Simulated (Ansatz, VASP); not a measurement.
# CrCuO2 in VASP and in Ansatz

```
Cr Cu O
1.0
     1.32005    0.76213    5.06105
    -1.32005    0.76213    5.06105
     0.00000   -1.52426    5.06105
Cr Cu O
1 1 2
Direct
  0.50000 0.50000 0.50000
  0.00000 0.00000 0.00000
  0.10792 0.10792 0.10792
  0.89208 0.89208 0.89208
```

Change from the starting cell: volume scaled by 0.7, no spin polarisation, PAW files.

Alike in both runs: task single point; functional PBEsol; k mesh 11 × 11 × 11; occupations fermi-dirac, width 0.08 eV; no spin polarisation.

|  | VASP | Ansatz |
| --- | --- | --- |
| version | VASP 6.6.1 | Ansatz 0.2.0 |
| potentials or method | VASP PAW PBE potentials, release 64 (Cr_pv, Cu, O) | PAW with Ansatz's default frozen-core files, scalar-relativistic |
| plane-wave cutoff (eV) | 600 | 420 |
| valence electrons in the cell | 35 | 45 |

Ansatz gave:

* pressure (GPa): 121.0
* traceless stress, the component that is largest in VASP (GPa): 63.50
* rms of the force components (eV/Å): 0.944

Question: Estimate VASP's values.

Answer: Pressure (GPa): 123.2; traceless stress, the component that is largest in VASP (GPa): 64.55; rms of the force components (eV/Å): 0.949.

VASP's potentials were made for PBE, not for PBEsol. Atom by atom the forces differ by 0.005 eV/Å (rms over components). Both programs put the cell under a high pressure, so it lies far from rest at this level. VASP's potentials hold 35 valence electrons a cell and Ansatz's 45, so a difference there can come from the potentials and not from the codes.

Noted on VASP's run: the cell as given lies far from equilibrium.
